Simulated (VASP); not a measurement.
Ru, 2 atoms in the cell. It takes space group P6_3/mmc (No. 194, hexagonal). Conventional cell: a = 2.720 Å, b = 2.720 Å, c = 4.297 Å, α = 90.00°, β = 90.00°, γ = 120.00°. Ru (site symmetry -6m2) has 12 Ru at 2.66 to 2.72 Å within 3.5 Å. 

```yaml
Program: VASP 6.6.1
Task: single point
Functional: PBE
Potentials_or_basis: VASP PAW PBE potentials, release 64 (Ru_pv)
Cutoff: 520 eV
k_mesh: 18 × 18 × 10
Occupations: gaussian, width 0.1 eV
Spin: no spin polarisation
Dipole_correction: no
Further_INCAR_settings: ALGO = Normal; EDIFF = 1e-07; NBANDS = 21
```

Potentials or basis: VASP PAW PBE potentials, release 64 (Ru_pv).

Run with:

```console
$ cat potpaw_PBE.64/Ru_pv/POTCAR > POTCAR
$ mpirun -np 1 vasp_std > vasp.out
```

Hardware: 1 thread of Intel Xeon 6975P-C, on a shared host.

How long does it take, and how much memory?

Run time: 62 s on 1 thread of Intel Xeon 6975P-C, with other jobs on the host, peak memory 0.21 GiB. Counts: scf iterations 12, k points 222.
